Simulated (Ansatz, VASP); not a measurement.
**MgO: VASP beside Ansatz**

Contents of POSCAR:

```
MgO
1.0
    0.0000000000      2.1071294990      2.1071294990
    2.1071294990      0.0000000000      2.1071294990
    2.1071294990      2.1071294990      0.0000000000
Mg O
1 1
Direct
    0.0000000000      0.0000000000      0.0000000000
    0.5000000000      0.5000000000      0.5000000000
```

Contents of INCAR.step1:

```
SYSTEM = MgO
PREC     = Accurate       ! precision mode
ENCUT    = 520            ! plane-wave cutoff, eV
EDIFF    = 1E-5           ! SCF threshold, eV
ISMEAR   = 0              ! smearing method
SIGMA    = 0.01           ! smearing width, eV
LREAL    = .False.        ! projectors in reciprocal space
LASPH    = .True.         ! aspherical terms in the spheres
NELM     = 60             ! most SCF steps
ALGO     = Normal         ! electronic algorithm
ISIF     = 2              ! what is computed and relaxed
LWAVE    = .True.         ! write WAVECAR
LCHARG   = .False.        ! write CHGCAR
GGA      = PE             ! functional
NBANDS   = 11             ! bands
```

File INCAR.step2:

```
SYSTEM = MgO
PREC     = Accurate       ! precision mode
ENCUT    = 520            ! plane-wave cutoff, eV
EDIFF    = 1E-6           ! SCF threshold, eV
ISMEAR   = 0              ! smearing method
SIGMA    = 0.01           ! smearing width, eV
LREAL    = .False.        ! projectors in reciprocal space
LASPH    = .True.         ! aspherical terms in the spheres
NELM     = 60             ! most SCF steps
ALGO     = Normal         ! electronic algorithm
ISIF     = 2              ! what is computed and relaxed
LWAVE    = .False.        ! write WAVECAR
LCHARG   = .False.        ! write CHGCAR
GGA      = PE             ! functional
LHFCALC  = .True.         ! exact exchange
AEXX     = 0.25           ! exact-exchange fraction
PRECFOCK = Normal       
ISTART   = 1            
NBANDS   = 11             ! bands
```

File KPOINTS:

```
regular mesh
0
Gamma
  6 6 6
  0 0 0
```

Input for Ansatz:

```yaml
crystal:
  lattice:
    - [0.0, 2.107129499, 2.107129499]
    - [2.107129499, 0.0, 2.107129499]
    - [2.107129499, 2.107129499, 0.0]
  atoms:
    - { symbol: Mg, position: [0.0, 0.0, 0.0] }
    - { symbol: O, position: [0.5, 0.5, 0.5] }
basis:
  ecutwfc: 420
kpoints:
  mp_grid: { grid: [6, 6, 6] }
  band_path:
    path:
      - [0.0, 0.0, 0.0]
      - [0.5, 0.0, 0.5]
      - [0.625, 0.25, 0.625]
      - [0.375, 0.375, 0.75]
      - [0.5, 0.5, 0.5]
      - [0.5, 0.25, 0.75]
    npoints: 1
hamiltonian:
  xc: pbe0
scf:
  occupations: { method: fixed }
  n_extra_bands: 4
output:
  eigenvalues: true
```

Alike in both runs: task single point; functional PBE0; k mesh 6 × 6 × 6; no spin polarisation.

```csv
,VASP,Ansatz
version,VASP 6.6.1,Ansatz 0.2.0
potentials or method,"VASP PAW PBE potentials, release 64 (Mg, O), cutoff 520 eV","scalar-relativistic, plane waves, PAW"
occupations,"gaussian, width 0.01 eV",fixed
valence electrons in the cell,8,16
```

```tsv
	VASP	Ansatz	Ansatz less VASP
gap on the k mesh at the Fermi level (eV)	7.18	7.21	+0.026
least direct gap on the mesh (eV)	7.18	7.21	+0.026
```

VASP's potentials hold 8 valence electrons a cell and Ansatz's 16, so a difference there can come from the potentials and not from the codes.

The k mesh is coarse, so the values compare programs but aren't converged.
